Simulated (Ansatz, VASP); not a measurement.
**GaAs in VASP and in Ansatz**

```
Ga As
1.0
     0.00000    2.82685    2.77031
     2.82685    0.00000    2.77031
     2.82685    2.82685    0.00000
Ga As
1 1
Direct
  0.00000 0.00000 0.00000
  0.75000 0.75000 0.75000
```

Change from the starting cell: zz strain of -2 %.

Alike in both runs: task single point; functional LDA; k mesh 11 × 11 × 11; occupations fermi-dirac, width 0.05 eV; no spin polarisation.

|  | VASP | Ansatz |
| --- | --- | --- |
| version | VASP 6.6.1 | Ansatz 0.2.0 |
| potentials or method | VASP PAW LDA potentials, release 64 (Ga_d, As), cutoff 520 eV | all-electron LAPW, scalar-relativistic |

|  | VASP | Ansatz | Ansatz less VASP |
| --- | --- | --- | --- |
| pressure (GPa) | -0.2 | -0.5 | -0.28 |
| traceless stress, the component that is largest in VASP (GPa) | 0.82 | 0.82 | +0.002 |

LDA's correlation is that of Perdew and Zunger in VASP and of Perdew and Wang (1992) in Ansatz. Ansatz ran all-electron here, and VASP with PAW potentials.
